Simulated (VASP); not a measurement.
# Si8HC in VASP: single point with LDA

Aim: the single point of Si8HC with LDA.

Program: VASP 6.6.1. These are calculated values, not measurements. Logs are shortened: lines on timing, memory, paths and dates and some standing lists are left out, and cuts for length are marked.

## (1) The cell of the first run

The cell holds a slab with vacuum, 10 atoms: a = 3.802 Å, b = 6.289 Å, c = 20.796 Å, α = 90.00°, β = 90.00°, γ = 90.00°.

## (2) Single point, LDA, collinear spin

The input, INCAR:

```
SYSTEM = Si8HC
ALGO     = Normal         ! electronic algorithm
DIPOL    = 0.5 0.5 0.329
EDIFF    = 1E-6           ! SCF threshold, eV
ENCUT    = 520            ! plane-wave cutoff, eV
GGA      = CA             ! functional
IDIPOL   = 3            
ISIF     = 2              ! what is computed and relaxed
ISMEAR   = 0              ! smearing method
ISPIN    = 2              ! spin polarisation
LASPH    = .TRUE.         ! aspherical terms in the spheres
LCHARG   = .FALSE.        ! write CHGCAR
LDIPOL   = .TRUE.       
LORBIT   = 11             ! projections on sites
LREAL    = .FALSE.        ! projectors in reciprocal space
LWAVE    = .FALSE.        ! write WAVECAR
MAGMOM   = 0 0 0 0 0 0 0 0 1 0 ! initial moments
NBANDS   = 34             ! bands
NELM     = 150            ! most SCF steps
PREC     = Accurate       ! precision mode
SIGMA    = 0.05           ! smearing width, eV
```

The input, KPOINTS:

```
k-points
0
G
  7 4 1
  0 0 0
```

The input, POSCAR:

```
Si8HC
1.0
    3.8016851341      0.0000000000      0.0000000000
    0.0000000000      6.2886938855      0.0000000000
    0.0000000000      0.0000000000     20.7958973402
Si C H
8 1 1
Direct
    0.0000000000      0.9369639535      0.1923456312
    0.0000000000      0.5630360465      0.1923456312
    0.5000000000      0.4369639535      0.2451181540
    0.5000000000      0.0630360465      0.2451181540
    0.5000000000      0.9330298456      0.3512004366
    0.5000000000      0.5669701544      0.3512004366
    0.0000000000      0.4261576321      0.3941112618
    0.0000000000      0.0738423679      0.3941112618
    0.5000000000      0.9261576321      0.4361836881
    0.5000000000      0.9261576321      0.4886840203
```

Potentials or basis: VASP PAW LDA potentials, release 64 (Si, C, H).

Started as:

```bash
cat potpaw_LDA.64/Si/POTCAR potpaw_LDA.64/C/POTCAR potpaw_LDA.64/H/POTCAR > POTCAR
mpirun -np 1 vasp_std > vasp.out
```

OUTCAR:

```text
SYSTEM = Si8HC
   EDIFF = 1E-6
   ENCUT = 520
   GGA = CA
   ISIF = 2
   ISMEAR = 0
   ISPIN = 2
   LASPH = .TRUE.
   LORBIT = 11
   LREAL = .FALSE.
   NELM = 150
   PREC = Accurate

 ion  position               nearest neighbor table
   1  0.000  0.937  0.192-   4 2.33   4 2.33   2 2.35
   2  0.000  0.563  0.192-   3 2.33   3 2.33   1 2.35
   3  0.500  0.437  0.245-   2 2.33   2 2.33   4 2.35   6 2.35
   4  0.500  0.063  0.245-   1 2.33   1 2.33   3 2.35   5 2.35
   5  0.500  0.933  0.351-   9 1.77   8 2.28   8 2.28   6 2.30   4 2.35
   6  0.500  0.567  0.351-   7 2.28   7 2.28   5 2.30   3 2.35
   7  0.000  0.426  0.394-   8 2.22   6 2.28   6 2.28
   8  0.000  0.074  0.394-   7 2.22   5 2.28   5 2.28   9 2.29   9 2.29
   9  0.500  0.926  0.436-  10 1.09   5 1.77   8 2.29   8 2.29
  10  0.500  0.926  0.489-   9 1.09

  LATTYP: Found a simple orthorhombic cell.
 ALAT       =     3.8016851341
 B/A-ratio  =     1.6541858843
 C/A-ratio  =     5.4701787777

  Lattice vectors:

 A1 = (   3.8016851341,   0.0000000000,   0.0000000000)
 A2 = (   0.0000000000,   6.2886938855,   0.0000000000)
 A3 = (   0.0000000000,   0.0000000000,  20.7958973402)

Analysis of symmetry for initial positions (statically):
=====================================================================
 Subroutine PRICEL returns:
 Original cell was already a primitive cell.

 Routine SETGRP: Setting up the symmetry group for a
 simple orthorhombic supercell.

 Subroutine GETGRP returns: Found  2 space group operations
 (whereof  2 operations were pure point group operations)
 out of a pool of  8 trial point group operations.

The static configuration has the point symmetry C_1h.

Analysis of symmetry for dynamics (positions and initial velocities):
=====================================================================
 Subroutine PRICEL returns:
 Original cell was already a primitive cell.

 Routine SETGRP: Setting up the symmetry group for a
 simple orthorhombic supercell.

 Subroutine GETGRP returns: Found  2 space group operations
 (whereof  2 operations were pure point group operations)
 out of a pool of  8 trial point group operations.

The dynamic configuration has the point symmetry C_1h.

Analysis of structural, dynamic, and magnetic symmetry:
=====================================================================
 Subroutine PRICEL returns:
 Original cell was already a primitive cell.

 Routine SETGRP: Setting up the symmetry group for a
 simple orthorhombic supercell.

 Subroutine GETGRP returns: Found  2 space group operations
 (whereof  2 operations were pure point group operations)
 out of a pool of  8 trial point group operations.

The overall configuration has the point symmetry C_1h.

 Subroutine INISYM returns: Found  2 space group operations
 (whereof  2 operations are pure point group operations),
 and found     1 'primitive' translations

----------------------------------------------------------------------------------------

                                     Primitive cell

  volume of cell :     497.1807

  direct lattice vectors                    reciprocal lattice vectors
     3.801685134  0.000000000  0.000000000     0.263041247  0.000000000  0.000000000
     0.000000000  6.288693885  0.000000000     0.000000000  0.159015531  0.000000000
     0.000000000  0.000000000 20.795897340     0.000000000  0.000000000  0.048086408

  length of vectors
     3.801685134  6.288693885 20.795897340     0.263041247  0.159015531  0.048086408

  position of ions in fractional coordinates (direct lattice)
     0.000000000  0.936963953  0.192345631
     0.000000000  0.563036047  0.192345631
     0.500000000  0.436963953  0.245118154
     0.500000000  0.063036047  0.245118154
     0.500000000  0.933029846  0.351200437
     0.500000000  0.566970154  0.351200437
     0.000000000  0.426157632  0.394111262
     0.000000000  0.073842368  0.394111262
     0.500000000  0.926157632  0.436183688
     0.500000000  0.926157632  0.488684020

  ion indices of the primitive-cell ions
   primitive index   ion index
                 1           1
                 2           2
                 3           3
                 4           4
                 5           5
                 6           6
                 7           7
                 8           8
                 9           9
                10          10

----------------------------------------------------------------------------------------

 KPOINTS: k-points

Automatic generation of k-mesh.
 Grid dimensions read from file:
[... 32 lines left out ...]
  0.285714  0.500000  0.000000      2.000000
  0.428571  0.500000  0.000000      2.000000
   k-points           NKPTS =     12   k-points in BZ     NKDIM =     12   number of bands    NBANDS=     34
   number of dos      NEDOS =    301   number of ions     NIONS =     10
   total plane-waves  NPLWV = 215040
   dimension x,y,z NGX =    28 NGY =   48 NGZ =  160
   dimension x,y,z NGXF=    56 NGYF=   96 NGZF=  320
   ions per type =               8   1   1
   NGX,Y,Z   is equivalent  to a cutoff of  12.24, 12.69, 12.79 a.u.
   NGXF,Y,Z  is equivalent  to a cutoff of  24.49, 25.38, 25.58 a.u.
 SYSTEM =  Si8HC
   PREC   = accura    normal or accurate (medium, high low for compatibility)
   ISTART =      0    job   : 0-new  1-cont  2-samecut
   ICHARG =      2    charge: 1-file 2-atom 10-const
   ISPIN  =      2    spin polarized calculation?
   LNONCOLLINEAR =      F non collinear calculations
   LSORBIT =      F    spin-orbit coupling
   LASPH  =      T    aspherical Exc in radial PAW
   ENCUT  =  520.0 eV  38.22 Ry    6.18 a.u.   7.07 11.69 38.67*2*pi/ulx,y,z
   NELM   =    150;   NELMIN=  2; NELMDL= -5     # of ELM steps
   EDIFF  = 0.1E-05   stopping-criterion for ELM
   LREAL  =      F    real-space projection
   EDIFFG = 0.1E-04   stopping-criterion for IOM
   NSW    =      0    number of steps for IOM
   IBRION =     -1    ionic relax: 0-MD 1-quasi-New 2-CG
   NFREE  =      0    steps in history (QN), initial steepest desc. (CG)
   ISIF   =      2    stress and relaxation
   ISYM   =      2    0-nonsym 1-usesym 2-fastsym
   POTIM  = 0.5000    time-step for ionic-motion
   TEBEG  =    0.0;   TEEND  =   0.0 temperature during run
   PSTRESS=    0.0 pullay stress
   NELECT =      37.0000    total number of electrons
   NUPDOWN=      -1.0000    fix difference up-down
   EMIN   =  10.00;   EMAX   =-10.00  energy-range for DOS
   EFERMI =   0.00;   METHOD = LEGACY
   ISMEAR =     0;   SIGMA  =   0.05  broadening in eV -4-tet -1-fermi 0-gaus
   EFERMI_NEDOS =   21; number of points for ismear=-14 and -15
   IALGO  =     38    algorithm
   IMIX   =      4    mixing-type and parameters
     AMIX     =   0.40;   BMIX     =  1.00
     AMIX_MAG =   1.60;   BMIX_MAG =  1.00
  volume/ion in A,a.u.               =      49.72       335.51
  Fermi-wavevector in a.u.,A,eV,Ry     =   0.688606  1.301276  6.451582  0.474178
  Thomas-Fermi vector in A             =   1.769454
   LORBIT       =     11    0 simple, 1 ext, 2 COOP (PROOUT), +10 PAW based schemes
   GGA     = CA    functional components
   LHFCALC =     F    Hartree Fock is set to
   AEXX    =    0.0000 exact exchange contribution
   IVDW    =     0    specifies the selected vdW correction
   LEPSILON=     F    determine dielectric tensor
   LRPA    =     F    only Hartree local field effects (RPA)
 spin polarized calculation
 Gauss-broadening in eV      SIGMA  =   0.05
  energy-cutoff  :      520.00
  volume of cell :      497.18
 maximum number of plane-waves:     13430
   NGX = 15   NGY = 23   NGZ = 77

 dipolmoment           0.000000      0.000000      0.064729 electrons x Angstroem

 number of electron      37.0000001 magnetization       0.0001291

 dipolmoment           0.000000      0.000000     -0.102392 electrons x Angstroem

 Free energy of the ion-electron system (eV)
  ---------------------------------------------------
  ext. energy  EPLUGINS =         0.00000000
  ---------------------------------------------------
  free energy    TOTEN  =       -53.63046672 eV

  energy without entropy =      -53.62615990  energy(sigma->0) =      -53.62831331

 E-fermi :  -1.0399     XC(G=0):  -4.0242

 val. band max:       -1.1115228575   @ k =   0.1429   0.5000   0.0000
 cond. band min:      -1.0269167455   @ k =   0.0000   0.0000   0.0000
 fundamental gap:      0.0846061120
 Fermi energy:        -1.0398715102

 spin component 1

 k-point     1 :       0.0000    0.0000    0.0000
  band No.  band energies     occupation
      1     -14.6588      1.00000
      2     -12.2258      1.00000
      3     -11.0546      1.00000
      4     -10.2221      1.00000
      5      -9.1513      1.00000
      6      -8.6980      1.00000
[... 385 lines left out ...]
     29       3.7119      0.00000
     30       3.9162      0.00000
 Fermi energy:        -1.0398715102

 spin component 2

 k-point     1 :       0.0000    0.0000    0.0000
  band No.  band energies     occupation
      1     -14.6588      1.00000
      2     -12.2258      1.00000
      3     -11.0546      1.00000
      4     -10.2221      1.00000
      5      -9.1513      1.00000
      6      -8.6980      1.00000
[... 385 lines left out ...]
     29       3.7119      0.00000
     30       3.9163      0.00000
 [bands above 30 left out]

------------------------ aborting loop because EDIFF is reached ----------------------------------------

 vacuum level on the upper side and lower side of the slab       (xc-potential included)        -0.406         0.284

  FORCE on cell =-STRESS in cart. coord.  units (eV):
  Direction    XX          YY          ZZ          XY          YZ          ZX
  --------------------------------------------------------------------------------------
  -------------------------------------------------------------------------------------
  Total       -1.5385803      0.6780509      1.4128502      0.0000000      2.8453550      0.0000000
  in kB       -4.9581136      2.1850360      4.5529453      0.0000000      9.1692280      0.0000000
  external PRESSURE =       0.5932892 kB  Pullay stress =       0.0000000 kB

 VOLUME and BASIS-vectors are now :
 -----------------------------------------------------------------------------
  energy-cutoff  :      520.00
  volume of cell :      497.18
      direct lattice vectors                 reciprocal lattice vectors
     3.801685134  0.000000000  0.000000000     0.263041247  0.000000000  0.000000000
     0.000000000  6.288693885  0.000000000     0.000000000  0.159015531  0.000000000
     0.000000000  0.000000000 20.795897340     0.000000000  0.000000000  0.048086408

 POSITION                                       TOTAL-FORCE (eV/Angst)
 -----------------------------------------------------------------------------------
      0.00000      5.89228      4.00000         0.000000     -0.376173      0.487756
      0.00000      3.54076      4.00000         0.000000      0.491974      0.597543
      1.90084      2.74793      5.09745         0.000000     -0.281682     -0.760690
      1.90084      0.39641      5.09745         0.000000      0.221610     -0.729185
      1.90084      5.86754      7.30353         0.000000     -1.920064     -1.290495
      1.90084      3.56550      7.30353         0.000000     -0.022003     -0.199575
      0.00000      2.67997      8.19590         0.000000      0.617200      0.065786
      0.00000      0.46437      8.19590         0.000000     -0.274377      1.807815
      1.90084      5.82432      9.07083         0.000000      1.487458     -0.013938
      1.90084      5.82432     10.16262         0.000000      0.056056      0.034983
 -----------------------------------------------------------------------------------
    total drift:                               -0.000000     -0.000083     -0.000092

  FREE ENERGIE OF THE ION-ELECTRON SYSTEM (eV)
  ---------------------------------------------------
  free  energy   TOTEN  =       -53.6304667215 eV

  energy  without entropy=      -53.6261598956  energy(sigma->0) =      -53.62831331

 vacuum level on the upper side and lower side of the slab         3.110         3.876

 total charge

# of ion       s       p       d       tot
------------------------------------------
    1        0.805   0.855   0.000   1.660
    2        0.807   0.848   0.000   1.655
    3        0.780   0.911   0.000   1.691
    4        0.779   0.914   0.000   1.693
    5        0.752   0.965   0.000   1.717
    6        0.782   0.941   0.000   1.723
    7        0.799   0.915   0.000   1.714
    8        0.782   0.897   0.000   1.679
    9        0.886   1.518   0.000   2.404
   10        0.591   0.051   0.000   0.643
--------------------------------------------------
tot          7.764   8.815   0.000  16.579

 magnetization (x)

# of ion       s       p       d       tot
------------------------------------------
    1        0.000   0.000   0.000   0.000
    2        0.000   0.000   0.000   0.000
    3        0.000   0.000   0.000   0.000
    4        0.000   0.000   0.000   0.000
    5        0.000   0.000   0.000   0.000
    6        0.000   0.000   0.000   0.000
    7       -0.000  -0.000   0.000  -0.000
    8        0.000   0.000   0.000   0.000
    9       -0.000  -0.000   0.000  -0.000
   10       -0.000  -0.000   0.000  -0.000
--------------------------------------------------
tot          0.000   0.000   0.000   0.000
```

Run time: 13 min. Hardware: 1 thread of Intel Xeon Platinum 8259CL at 2.50GHz (Skylake/Cascade Lake), shared host; peak memory 0.62 GiB.

Results:

```yaml
Free_energy: -53.6305 eV
Largest_force: 2.313 eV/Å
Net_moment: 0.00 μB per cell
Valence_electrons_inside_the_program's_atomic_spheres: Si 1.66, 1.69, 1.72, 1.71, 1.68 (each value once); C 2.40; H 0.64
```

Forces on the atoms (eV/Å):
```
Si   0.000 -0.376  0.488
Si   0.000  0.492  0.598
Si   0.000 -0.282 -0.761
Si   0.000  0.222 -0.729
Si   0.000 -1.920 -1.290
Si   0.000 -0.022 -0.200
Si   0.000  0.617  0.066
Si   0.000 -0.274  1.808
C    0.000  1.487 -0.014
H    0.000  0.056  0.035
```

Levels at points of the mesh, in eV from the Fermi level:
Spin up:
| k point | band 14 | band 15 | band 16 | band 17 | band 18 | band 19 | band 20 | band 21 | band 22 | band 23 |
| --- | --- | --- | --- | --- | --- | --- | --- | --- | --- | --- |
| (0.00, 0.00, 0.00) | -1.47 | -1.28 | -0.98 | -0.65 | -0.33 | 0.01 | 0.74 | 1.38 | 1.48 | 1.75 |
| (0.00, 0.50, 0.00) | -1.61 | -1.33 | -1.10 | -1.09 | -0.65 | -0.25 | 0.80 | 1.16 | 1.22 | 1.92 |
Spin down:
| k point | band 16 | band 17 | band 18 | band 19 | band 20 | band 21 |
| --- | --- | --- | --- | --- | --- | --- |
| (0.00, 0.00, 0.00) | -0.98 | -0.65 | -0.33 | 0.01 | 0.74 | 1.38 |
| (0.00, 0.50, 0.00) | -1.10 | -1.09 | -0.65 | -0.25 | 0.80 | 1.16 |
